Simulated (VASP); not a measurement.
# C (Fd-3m) in VASP: settings compared

Aim: see how the results for C move with the level of theory and the settings. Levels: RPBE+D3(BJ), BHLYP. Tasks: single point.

Program: VASP 6.6.1. These are calculated values, not measurements. Logs are shortened: lines on timing, memory, paths and dates and some standing lists are left out, and cuts for length are marked.

### Step 1. The cell of the first run

Symmetry: Fd-3m, No. 227, cubic system. The conventional cell has a = 3.567 Å, b = 3.567 Å, c = 3.567 Å, α = 90.00°, β = 90.00°, γ = 90.00°. Within 2.1 Å of C (site symmetry -43m) lie 4 C at 1.54 Å.

### Step 2. Single point, RPBE+D3(BJ), non-collinear spin, zero start, spin-orbit coupling

Input file INCAR:

```
SYSTEM = C
PREC = Accurate ; ENCUT = 520
EDIFF = 1E-6 ; ISMEAR = 1
SIGMA = 0.05 ; LREAL = .FALSE.
LASPH = .TRUE. ; NELM = 150
ALGO = Normal ; ISIF = 2
LWAVE = .FALSE. ; LCHARG = .FALSE.
MAGMOM = 0 0 0 0 0 0 ; LORBIT = 11
LSORBIT = .TRUE. ; GGA_COMPAT = .FALSE.
LORBMOM = .TRUE. ; GGA = RP
IVDW = 12 ; NBANDS = 20
```

Input file KPOINTS:

```
regular mesh
0
G
  7 7 7
  0 0 0
```

Input file POSCAR:

```
C
1.0
    0.0000000000      1.7833700000      1.7833700000
    1.7833700000      0.0000000000      1.7833700000
    1.7833700000      1.7833700000      0.0000000000
C
2
Direct
    0.7500000000      0.7500000000      0.7500000000
    0.5000000000      0.5000000000      0.5000000000
```

Potentials or basis: VASP PAW PBE potentials, release 64 (C).

Started as:

```sh
> cat potpaw_PBE.64/C/POTCAR > POTCAR
> mpirun -np 1 vasp_ncl > vasp.out
```

OUTCAR:

```text
SYSTEM = C
   PREC = Accurate
   ENCUT = 520
   EDIFF = 1E-6
   ISMEAR = 1
   LREAL = .FALSE.
   LASPH = .TRUE.
   NELM = 150
   ISIF = 2
   LORBIT = 11
   LSORBIT = .TRUE.
   GGA = RP
   IVDW = 12
 IVDW          = 12

 ion  position               nearest neighbor table
   1  0.750  0.750  0.750-   2 1.54   2 1.54   2 1.54   2 1.54
   2  0.500  0.500  0.500-   1 1.54   1 1.54   1 1.54   1 1.54

  LATTYP: Found a face centered cubic cell.
 ALAT       =     3.5667400000

  Lattice vectors:

 A1 = (   0.0000000000,   1.7833700000,   1.7833700000)
 A2 = (   1.7833700000,   0.0000000000,   1.7833700000)
 A3 = (   1.7833700000,   1.7833700000,   0.0000000000)

Analysis of symmetry for initial positions (statically):
=====================================================================
 Subroutine PRICEL returns:
 Original cell was already a primitive cell.

 Routine SETGRP: Setting up the symmetry group for a
 face centered cubic supercell.

 Subroutine GETGRP returns: Found 48 space group operations
 (whereof 24 operations were pure point group operations)
 out of a pool of 48 trial point group operations.

The static configuration has the point symmetry T_d .
 The point group associated with its full space group is O_h .

Analysis of symmetry for dynamics (positions and initial velocities):
=====================================================================
 Subroutine PRICEL returns:
 Original cell was already a primitive cell.

 Routine SETGRP: Setting up the symmetry group for a
 face centered cubic supercell.

 Subroutine GETGRP returns: Found 48 space group operations
 (whereof 24 operations were pure point group operations)
 out of a pool of 48 trial point group operations.

The dynamic configuration has the point symmetry T_d .
 The point group associated with its full space group is O_h .

Analysis of structural, dynamic, and magnetic symmetry:
=====================================================================
 Subroutine PRICEL returns:
 Original cell was already a primitive cell.

 Routine SETGRP: Setting up the symmetry group for a
 face centered cubic supercell.

 Subroutine GETGRP returns: Found 48 space group operations
 (whereof 24 operations were pure point group operations)
 out of a pool of 48 trial point group operations.

The overall configuration has the point symmetry T_d .
 The point group associated with its full space group is O_h .

 Subroutine INISYM returns: Found 48 space group operations
 (whereof 24 operations are pure point group operations),
 and found     1 'primitive' translations

----------------------------------------------------------------------------------------

                                     Primitive cell

  volume of cell :      11.3437

  direct lattice vectors                    reciprocal lattice vectors
     0.000000000  1.783370000  1.783370000    -0.280368067  0.280368067  0.280368067
     1.783370000  0.000000000  1.783370000     0.280368067 -0.280368067  0.280368067
     1.783370000  1.783370000  0.000000000     0.280368067  0.280368067 -0.280368067

  length of vectors
     2.522066041  2.522066041  2.522066041     0.485611737  0.485611737  0.485611737

  position of ions in fractional coordinates (direct lattice)
     0.750000000  0.750000000  0.750000000
     0.500000000  0.500000000  0.500000000

  ion indices of the primitive-cell ions
   primitive index   ion index
                 1           1
                 2           2

----------------------------------------------------------------------------------------

 KPOINTS: regular mesh

Automatic generation of k-mesh.
 Grid dimensions read from file:
 generate k-points for:    7    7    7

 Generating k-lattice:

[... 88 lines left out ...]
  energy-cutoff  :      520.00
  volume of cell :       11.34
 maximum number of plane-waves:       628
   NGX =  9   NGY =  9   NGZ =  9

 number of electron       8.0000000 magnetization       0.0000000      0.0000000      0.0000000

 number of electron       7.9999999 magnetization       0.0000000     -0.0000000     -0.0000000

 number of electron       7.9999999 magnetization       0.0000000     -0.0000000      0.0000000

 Free energy of the ion-electron system (eV)
  ---------------------------------------------------
  ext. energy  EPLUGINS =         0.00000000
  ---------------------------------------------------
  free energy    TOTEN  =       -17.22576908 eV

  energy without entropy =      -17.22579544  energy(sigma->0) =      -17.22577787

 E-fermi :   9.8956     XC(G=0): -13.1663

 val. band max:        9.8565349233   @ k =   0.0000   0.0000   0.0000
 cond. band min:      14.1089043839   @ k =   0.4286   0.4286   0.0000
 fundamental gap:      4.2523694606
 Fermi energy:         9.8956263312

 k-point     1 :       0.0000    0.0000    0.0000
  band No.  band energies     occupation
      1     -11.7034      1.00000
      2     -11.7034      1.00000
      3       9.8432      1.02949
      4       9.8432      1.02949
      5       9.8565      0.98525
      6       9.8565      0.98525
[... 449 lines left out ...]
     19      32.8575      0.00000
     20      32.8575      0.00000

------------------------ aborting loop because EDIFF is reached ----------------------------------------

 Edisp (eV)   -1.16615

 E8    (eV) :    -0.5116

  FORCE on cell =-STRESS in cart. coord.  units (eV):
  Direction    XX          YY          ZZ          XY          YZ          ZX
  --------------------------------------------------------------------------------------
  -------------------------------------------------------------------------------------
  Total      -0.71708    -0.71708    -0.71708    -0.00000     0.00000     0.00000
  in kB    -101.28026  -101.28026  -101.28026    -0.00000     0.00000     0.00000
  external pressure =     -101.28 kB  Pullay stress =        0.00 kB

 VOLUME and BASIS-vectors are now :
 -----------------------------------------------------------------------------
  energy-cutoff  :      520.00
  volume of cell :       11.34
      direct lattice vectors                 reciprocal lattice vectors
     0.000000000  1.783370000  1.783370000    -0.280368067  0.280368067  0.280368067
     1.783370000  0.000000000  1.783370000     0.280368067 -0.280368067  0.280368067
     1.783370000  1.783370000  0.000000000     0.280368067  0.280368067 -0.280368067

 POSITION                                       TOTAL-FORCE (eV/Angst)
 -----------------------------------------------------------------------------------
      2.67505      2.67505      2.67505        -0.000000     -0.000000     -0.000000
      1.78337      1.78337      1.78337         0.000000      0.000000      0.000000
 -----------------------------------------------------------------------------------
    total drift:                                0.000000     -0.000000     -0.000000

  FREE ENERGIE OF THE ION-ELECTRON SYSTEM (eV)
  ---------------------------------------------------
  free  energy   TOTEN  =       -18.3919240456 eV

  energy  without entropy=      -18.3919504077  energy(sigma->0) =      -18.39193283

 orbital moment (x)

 # of ion     p       tot
 --------------------------------
  1        -0.000  -0.000
  2        -0.000  -0.000
 --------------------------------
           -0.000  -0.000

 orbital moment (y)

 # of ion     p       tot
 --------------------------------
  1         0.000   0.000
  2         0.000   0.000
 --------------------------------
            0.000   0.000

 orbital moment (z)

 # of ion     p       tot
 --------------------------------
  1        -0.000  -0.000
  2        -0.000  -0.000
 --------------------------------
           -0.000  -0.000

 Spin-Orbit-Coupling matrix elements

 Ion:    1  E_soc:     -0.0000143
 l=   1
     0.0000000    -0.0000024    -0.0000024
    -0.0000024     0.0000000    -0.0000024
    -0.0000024    -0.0000024     0.0000000
 l=   2
     0.0000000     0.0000000     0.0000000     0.0000000     0.0000000
     0.0000000     0.0000000     0.0000000     0.0000000     0.0000000
     0.0000000     0.0000000     0.0000000     0.0000000     0.0000000
     0.0000000     0.0000000     0.0000000     0.0000000     0.0000000
     0.0000000     0.0000000     0.0000000     0.0000000     0.0000000
 l=   3
     0.0000000     0.0000000     0.0000000     0.0000000     0.0000000     0.0000000     0.0000000
     0.0000000     0.0000000     0.0000000     0.0000000     0.0000000     0.0000000     0.0000000
     0.0000000     0.0000000     0.0000000     0.0000000     0.0000000     0.0000000     0.0000000
     0.0000000     0.0000000     0.0000000     0.0000000     0.0000000     0.0000000     0.0000000
     0.0000000     0.0000000     0.0000000     0.0000000     0.0000000     0.0000000     0.0000000
     0.0000000     0.0000000     0.0000000     0.0000000     0.0000000     0.0000000     0.0000000
     0.0000000     0.0000000     0.0000000     0.0000000     0.0000000     0.0000000     0.0000000

 Ion:    2  E_soc:     -0.0000143
 l=   1
     0.0000000    -0.0000024    -0.0000024
    -0.0000024     0.0000000    -0.0000024
    -0.0000024    -0.0000024     0.0000000
 l=   2
     0.0000000     0.0000000     0.0000000     0.0000000     0.0000000
     0.0000000     0.0000000     0.0000000     0.0000000     0.0000000
     0.0000000     0.0000000     0.0000000     0.0000000     0.0000000
     0.0000000     0.0000000     0.0000000     0.0000000     0.0000000
     0.0000000     0.0000000     0.0000000     0.0000000     0.0000000
 l=   3
     0.0000000     0.0000000     0.0000000     0.0000000     0.0000000     0.0000000     0.0000000
     0.0000000     0.0000000     0.0000000     0.0000000     0.0000000     0.0000000     0.0000000
     0.0000000     0.0000000     0.0000000     0.0000000     0.0000000     0.0000000     0.0000000
     0.0000000     0.0000000     0.0000000     0.0000000     0.0000000     0.0000000     0.0000000
     0.0000000     0.0000000     0.0000000     0.0000000     0.0000000     0.0000000     0.0000000
     0.0000000     0.0000000     0.0000000     0.0000000     0.0000000     0.0000000     0.0000000
     0.0000000     0.0000000     0.0000000     0.0000000     0.0000000     0.0000000     0.0000000

 total charge

# of ion       s       p       d       tot
------------------------------------------
    1        0.837   1.745   0.000   2.582
    2        0.837   1.745   0.000   2.582
--------------------------------------------------
tot          1.674   3.491   0.000   5.165

 magnetization (x)

# of ion       s       p       d       tot
------------------------------------------
    1       -0.000   0.000   0.000  -0.000
    2       -0.000  -0.000   0.000  -0.000
--------------------------------------------------
tot         -0.000  -0.000   0.000  -0.000

 magnetization (y)

# of ion       s       p       d       tot
------------------------------------------
    1        0.000  -0.000   0.000  -0.000
    2        0.000   0.000   0.000   0.000
--------------------------------------------------
tot          0.000   0.000   0.000   0.000

 magnetization (z)

# of ion       s       p       d       tot
------------------------------------------
    1       -0.000   0.000   0.000   0.000
    2       -0.000   0.000   0.000   0.000
--------------------------------------------------
tot         -0.000   0.000   0.000   0.000
```

It took 6.6 s on 1 thread of Intel Xeon Platinum 8488C (Sapphire Rapids), shared host; peak memory 0.16 GiB.

What came out:

* Free energy: -18.3919 eV
* Pressure: -10.1 GPa
* Net moment: 0.00 μB per cell
* Valence electrons inside the program's atomic spheres: C 2.58
* Dispersion energy per atom: -0.583 eV

Moments on the atoms (μB; x, y, z):
```
C   0.00 0.00 0.00
C   0.00 0.00 0.00
```

Caveat: the k points lie up to 0.44 Å⁻¹ apart; three body term missing; the PAW data sets were made with another functional, which shifts forces and pressure a little.

(Continued in part 2 of 2.)
